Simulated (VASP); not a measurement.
# CdSe (I-4m2) in VASP: notebook

The runs below take CdSe through electric field gradients, with LDA.

All numbers are computed with VASP 6.6.1; they aren't measurements. Logs are shortened: lines on timing, memory, paths and dates and some standing lists are left out, and cuts for length are marked.

### Step 1. The cell of the first run

It takes space group I-4m2 (No. 119, tetragonal). The conventional cell has a = 4.385 Å, b = 4.385 Å, c = 6.141 Å, α = 90.00°, β = 90.00°, γ = 90.00°. Cd (site symmetry -4m2) has 4 Se at 2.68 Å within 3.5 Å. Within 3.5 Å of Se (site symmetry -4m2) lie 4 Cd at 2.68 Å.

### Step 2. Electric field gradients, LDA (equal xx and yy strain of +1 %)

Input file INCAR:

```
PREC = Accurate
ENCUT = 520
EDIFF = 1E-8
ISMEAR = -1
SIGMA = 0.03
LREAL = F
LASPH = T
NELM = 80
ALGO = Normal
ISIF = 2
LWAVE = F
LCHARG = F
LEFG = T
NBANDS = 16
```

Input file KPOINTS:

```
Automatic mesh
0
Gamma
  8 8 8
```

Input file POSCAR:

```
CdSe
1.0
    0.0000000000      3.1009739106      3.0702711986
    3.1009739106      0.0000000000      3.0702711986
    3.1009739106      3.1009739106      0.0000000000
Cd Se
1 1
Direct
    0.0000000000      0.0000000000      0.0000000000
    0.2500000000      0.2500000000      0.2500000000
```

Potentials or basis: VASP PAW LDA potentials, release 64 (Cd, Se).

On the command line:

```sh
$ cat potpaw_LDA.64/Cd/POTCAR potpaw_LDA.64/Se/POTCAR > POTCAR
$ mpirun -np 1 vasp_std > vasp.out
```

OUTCAR:

```text
PREC = Accurate
   ENCUT = 520
   EDIFF = 1E-8
   ISMEAR = -1
   LREAL = F
   LASPH = T
   NELM = 80
   ISIF = 2

 ion  position               nearest neighbor table
   1  0.000  0.000  0.000-   2 2.68   2 2.68   2 2.68   2 2.68
   2  0.250  0.250  0.250-   1 2.68   1 2.68   1 2.68   1 2.68

  LATTYP: Found a body centered tetragonal cell.
 ALAT       =     4.3854393609
 C/A-ratio  =     1.4002114479

  Lattice vectors:

 A1 = (   0.0000000000,  -3.1009739106,  -3.0702711986)
 A2 = (   0.0000000000,   3.1009739106,  -3.0702711986)
 A3 = (   3.1009739106,   0.0000000000,   3.0702711986)

Analysis of symmetry for initial positions (statically):
=====================================================================
 Subroutine PRICEL returns:
 Original cell was already a primitive cell.

 Routine SETGRP: Setting up the symmetry group for a
 body centered tetragonal supercell.

 Subroutine GETGRP returns: Found  8 space group operations
 (whereof  8 operations were pure point group operations)
 out of a pool of 16 trial point group operations.

The static configuration has the point symmetry D_2d.

Analysis of symmetry for dynamics (positions and initial velocities):
=====================================================================
 Subroutine PRICEL returns:
 Original cell was already a primitive cell.

 Routine SETGRP: Setting up the symmetry group for a
 body centered tetragonal supercell.

 Subroutine GETGRP returns: Found  8 space group operations
 (whereof  8 operations were pure point group operations)
 out of a pool of 16 trial point group operations.

The dynamic configuration has the point symmetry D_2d.

 Subroutine INISYM returns: Found  8 space group operations
 (whereof  8 operations are pure point group operations),
 and found     1 'primitive' translations

----------------------------------------------------------------------------------------

                                     Primitive cell

  volume of cell :      59.0477

  direct lattice vectors                    reciprocal lattice vectors
     0.000000000  3.100973911  3.070271199    -0.161239667  0.161239667  0.162852063
     3.100973911  0.000000000  3.070271199     0.161239667 -0.161239667  0.162852063
     3.100973911  3.100973911  0.000000000     0.161239667  0.161239667 -0.162852063

  length of vectors
     4.363783270  4.363783270  4.385439361     0.280209305  0.280209305  0.280209305

  position of ions in fractional coordinates (direct lattice)
     0.000000000  0.000000000  0.000000000
     0.250000000  0.250000000  0.250000000

  ion indices of the primitive-cell ions
   primitive index   ion index
                 1           1
                 2           2

----------------------------------------------------------------------------------------

 KPOINTS: Automatic mesh

Automatic generation of k-mesh.
 Grid dimensions read from file:
 generate k-points for:    8    8    8

 Generating k-lattice:

  Cartesian coordinates                     Fractional coordinates (reciprocal lattice)
    -0.020154958  0.020154958  0.020356508     0.125000000  0.000000000  0.000000000
     0.020154958 -0.020154958  0.020356508     0.000000000  0.125000000  0.000000000
     0.020154958  0.020154958 -0.020356508     0.000000000  0.000000000  0.125000000

  Length of vectors
     0.035026163  0.035026163  0.035026163

  Shift w.r.t. Gamma in fractional coordinates (k-lattice)
     0.000000000  0.000000000  0.000000000

 Subroutine IBZKPT returns following result:
 ===========================================

 Found     59 irreducible k-points:

 Following reciprocal coordinates:
            Coordinates               Weight
  0.000000  0.000000  0.000000      1.000000
  0.125000  0.000000  0.000000      8.000000
  0.250000  0.000000  0.000000      8.000000
  0.375000  0.000000  0.000000      8.000000
  0.500000  0.000000  0.000000      4.000000
  0.125000  0.125000  0.000000      2.000000
[... 16 lines left out ...]
  0.250000  0.000000  0.125000     16.000000
  0.375000 -0.000000  0.125000     16.000000
 [... further k-points ...]
   k-points           NKPTS =     59   k-points in BZ     NKDIM =     59   number of bands    NBANDS=     16
   number of dos      NEDOS =    301   number of ions     NIONS =      2
   total plane-waves  NPLWV =  36864
   dimension x,y,z NGX =    32 NGY =   32 NGZ =   36
   dimension x,y,z NGXF=    64 NGYF=   64 NGZF=   72
   ions per type =               1   1
   NGX,Y,Z   is equivalent  to a cutoff of  12.19, 12.19, 13.65 a.u.
   NGXF,Y,Z  is equivalent  to a cutoff of  24.38, 24.38, 27.29 a.u.
 SYSTEM =  unknown system
   PREC   = accura    normal or accurate (medium, high low for compatibility)
   ISTART =      0    job   : 0-new  1-cont  2-samecut
   ICHARG =      2    charge: 1-file 2-atom 10-const
   ISPIN  =      1    spin polarized calculation?
   LNONCOLLINEAR =      F non collinear calculations
   LSORBIT =      F    spin-orbit coupling
   LASPH  =      T    aspherical Exc in radial PAW
   ENCUT  =  520.0 eV  38.22 Ry    6.18 a.u.   8.11  8.11  8.15*2*pi/ulx,y,z
   NELM   =     80;   NELMIN=  2; NELMDL= -5     # of ELM steps
   EDIFF  = 0.1E-07   stopping-criterion for ELM
   LREAL  =      F    real-space projection
   EDIFFG = 0.1E-06   stopping-criterion for IOM
   NSW    =      0    number of steps for IOM
   IBRION =     -1    ionic relax: 0-MD 1-quasi-New 2-CG
   NFREE  =      0    steps in history (QN), initial steepest desc. (CG)
   ISIF   =      2    stress and relaxation
   ISYM   =      2    0-nonsym 1-usesym 2-fastsym
   POTIM  = 0.5000    time-step for ionic-motion
   TEBEG  =    0.0;   TEEND  =   0.0 temperature during run
   PSTRESS=    0.0 pullay stress
   NELECT =      18.0000    total number of electrons
   NUPDOWN=      -1.0000    fix difference up-down
   EMIN   =  10.00;   EMAX   =-10.00  energy-range for DOS
   EFERMI =   0.00;   METHOD = LEGACY
   ISMEAR =    -1;   SIGMA  =   0.03  broadening in eV -4-tet -1-fermi 0-gaus
   EFERMI_NEDOS =   21; number of points for ismear=-14 and -15
   IALGO  =     38    algorithm
   IMIX   =      4    mixing-type and parameters
     AMIX     =   0.40;   BMIX     =  1.00
     AMIX_MAG =   1.60;   BMIX_MAG =  1.00
  volume/ion in A,a.u.               =      29.52       199.24
  Fermi-wavevector in a.u.,A,eV,Ry     =   1.101788  2.082077 16.516611  1.213937
  Thomas-Fermi vector in A             =   2.238221
   LORBIT       =      0    0 simple, 1 ext, 2 COOP (PROOUT), +10 PAW based schemes
   GGA     = CA    functional components
   LHFCALC =     F    Hartree Fock is set to
   AEXX    =    0.0000 exact exchange contribution
   IVDW    =     0    specifies the selected vdW correction
   LEPSILON=     F    determine dielectric tensor
   LRPA    =     F    only Hartree local field effects (RPA)
 non-spin polarized calculation
  energy-cutoff  :      520.00
  volume of cell :       59.05
 maximum number of plane-waves:      1606
   NGX = 17   NGY = 17   NGZ = 17

 number of electron      18.0000004 magnetization

 Free energy of the ion-electron system (eV)
  ---------------------------------------------------
  ext. energy  EPLUGINS =         0.00000000
  ---------------------------------------------------
  free energy    TOTEN  =        -6.70728869 eV

  energy without entropy =       -6.70725833  energy(sigma->0) =       -6.70727351

 E-fermi :   0.5799     XC(G=0):  -9.0784

 val. band max:        0.4476765261   @ k =   0.0000   0.0000   0.0000
 cond. band min:       0.6917553221   @ k =   0.0000   0.0000   0.0000
 fundamental gap:      0.2440787960
 Fermi energy:         0.5799365019

 k-point     1 :       0.0000    0.0000    0.0000
  band No.  band energies     occupation
      1     -11.9579      2.00000
      2      -7.3681      2.00000
      3      -7.3681      2.00000
      4      -7.3642      2.00000
      5      -7.0385      2.00000
      6      -7.0361      2.00000
[... 8 lines left out ...]
     15      11.3277      0.00000
     16      11.4714      0.00000

 k-point     2 :       0.1250    0.0000    0.0000
  band No.  band energies     occupation
      1     -11.9092      2.00000
      2      -7.3529      2.00000
      3      -7.3504      2.00000
      4      -7.3224      2.00000
      5      -7.0391      2.00000
      6      -7.0372      2.00000
[... 8 lines left out ...]
     15      10.5525      0.00000
     16      10.6579      0.00000

 k-point     3 :       0.2500    0.0000    0.0000
  band No.  band energies     occupation
      1     -11.7902      2.00000
      2      -7.3200      2.00000
      3      -7.3169      2.00000
      4      -7.1747      2.00000
      5      -7.0357      2.00000
      6      -7.0353      2.00000
[... 8 lines left out ...]
     15      10.3297      0.00000
     16      10.3869      0.00000

 k-point     4 :       0.3750    0.0000    0.0000
  band No.  band energies     occupation
      1     -11.6698      2.00000
      2      -7.2941      2.00000
      3      -7.2902      2.00000
      4      -7.0255      2.00000
      5      -7.0236      2.00000
      6      -6.9325      2.00000
[... 8 lines left out ...]
     15      11.1711      0.00000
     16      11.1894      0.00000

 k-point     5 :       0.5000    0.0000    0.0000
  band No.  band energies     occupation
      1     -11.6197      2.00000
      2      -7.2859      2.00000
      3      -7.2817      2.00000
      4      -7.0183      2.00000
      5      -7.0156      2.00000
      6      -6.7809      2.00000
[... 8 lines left out ...]
     15      12.2794      0.00000
     16      12.3425      0.00000

 k-point     6 :       0.1250    0.1250    0.0000
  band No.  band energies     occupation
      1     -11.8924      2.00000
      2      -7.3381      2.00000
      3      -7.3381      2.00000
      4      -7.3249      2.00000
      5      -7.0458      2.00000
      6      -7.0307      2.00000
[... 8 lines left out ...]
     15      10.9659      0.00000
     16      11.4682      0.00000
[... 267 lines left out ...]
 k-point    21 :       0.5000    0.5000    0.0000
  band No.  band energies     occupation
      1     -11.5102      2.00000
      2      -7.1959      2.00000
      3      -7.1380      2.00000
      4      -7.1380      2.00000
      5      -6.9849      2.00000
      6      -6.7152      2.00000
[... 8 lines left out ...]
     15      12.7348      0.00000
     16      13.2764      0.00000

 k-point    22 :       0.1250    0.0000    0.1250
  band No.  band energies     occupation
      1     -11.8933      2.00000
      2      -7.3382      2.00000
      3      -7.3342      2.00000
      4      -7.3284      2.00000
      5      -7.0481      2.00000
      6      -7.0293      2.00000
[... 8 lines left out ...]
     15      10.9191      0.00000
     16      11.5680      0.00000

 k-point    23 :       0.2500    0.0000    0.1250
  band No.  band energies     occupation
      1     -11.7982      2.00000
      2      -7.3148      2.00000
      3      -7.3007      2.00000
      4      -7.2209      2.00000
      5      -7.0499      2.00000
      6      -7.0225      2.00000
[... 8 lines left out ...]
     15      11.2980      0.00000
     16      11.5478      0.00000

 k-point    24 :       0.3750   -0.0000    0.1250
  band No.  band energies     occupation
      1     -11.6785      2.00000
      2      -7.2893      2.00000
      3      -7.2705      2.00000
      4      -7.0763      2.00000
      5      -7.0152      2.00000
      6      -6.9666      2.00000
[... 8 lines left out ...]
     15      11.1844      0.00000
     16      11.7914      0.00000

 [... further k-points ...]
[... 5 lines left out ...]
  --------------------------------------------------------------------------------------
  -------------------------------------------------------------------------------------
  Total       -1.3974849     -1.3974849     -1.3170210      0.0000000      0.0000000      0.0000000
  in kB      -37.9188131    -37.9188131    -35.7355387      0.0000000      0.0000000      0.0000000
  external PRESSURE =     -37.1910550 kB  Pullay stress =       0.0000000 kB

 VOLUME and BASIS-vectors are now :
 -----------------------------------------------------------------------------
  energy-cutoff  :      520.00
  volume of cell :       59.05
      direct lattice vectors                 reciprocal lattice vectors
     0.000000000  3.100973911  3.070271199    -0.161239667  0.161239667  0.162852063
     3.100973911  0.000000000  3.070271199     0.161239667 -0.161239667  0.162852063
     3.100973911  3.100973911  0.000000000     0.161239667  0.161239667 -0.162852063

 POSITION                                       TOTAL-FORCE (eV/Angst)
 -----------------------------------------------------------------------------------
      0.00000      0.00000      0.00000        -0.000000     -0.000000      0.000000
      1.55049      1.55049      1.53514         0.000000      0.000000      0.000000
 -----------------------------------------------------------------------------------
    total drift:                               -0.000001     -0.000001      0.000002

  FREE ENERGIE OF THE ION-ELECTRON SYSTEM (eV)
  ---------------------------------------------------
  free  energy   TOTEN  =        -6.7072886935 eV

  energy  without entropy=       -6.7072583304  energy(sigma->0) =       -6.70727351

 Electric field gradients (V/A^2)
---------------------------------------------------------------------
 ion       V_xx      V_yy      V_zz      V_xy      V_xz      V_yz
---------------------------------------------------------------------
   1      -1.430    -1.430     2.859    -0.001    -0.002    -0.002
   2       1.919     1.919    -3.837    -0.000    -0.000    -0.000
---------------------------------------------------------------------

 Electric field gradients after diagonalization (V/A^2)
 (convention: |V_zz| > |V_xx| > |V_yy|)
----------------------------------------------------------------------
 ion       V_xx      V_yy      V_zz     asymmetry (V_yy - V_xx)/ V_zz
----------------------------------------------------------------------
   1      -1.431    -1.428     2.859       0.001
   2       1.919     1.918    -3.837       0.000
----------------------------------------------------------------------

           NMR quadrupolar parameters

 Cq : quadrupolar parameter    Cq=e*Q*V_zz/h
 eta: asymmetry parameters     (V_yy - V_xx)/ V_zz
 Q  : nuclear electric quadrupole moment in mb (millibarn)
----------------------------------------------------------------------
 ion       Cq(MHz)       eta       Q (mb)
----------------------------------------------------------------------
   1       0.007       0.001       1.000
   2      -0.009       0.000       1.000
----------------------------------------------------------------------
```

It took 28 s on 1 thread of Intel Xeon 6975P-C (Granite Rapids), shared host; peak memory 0.19 GiB.

What came out:

* Free energy: -6.7073 eV
* Pressure: -3.7 GPa
* Band gap on the k mesh: 0.24 eV, direct

Stress tensor (GPa, compression positive):
```
-3.79  0.00  0.00
 0.00 -3.79  0.00
 0.00  0.00 -3.57
```

Electric field gradients, principal values (V/Å²):
| atom | least | middle | greatest (by size) |
| --- | --- | --- | --- |
| 1 Cd | -1.428 | -1.431 | 2.859 |
| 2 Se | 1.918 | 1.919 | -3.837 |

Caveat: the cell differs from its parent crystal (equal xx and yy strain of +1 %); without QUAD_EFG the Cq values of the log hold for a quadrupole moment of 1 mb, not for the nuclei.

(Continued in part 2 of 2.)
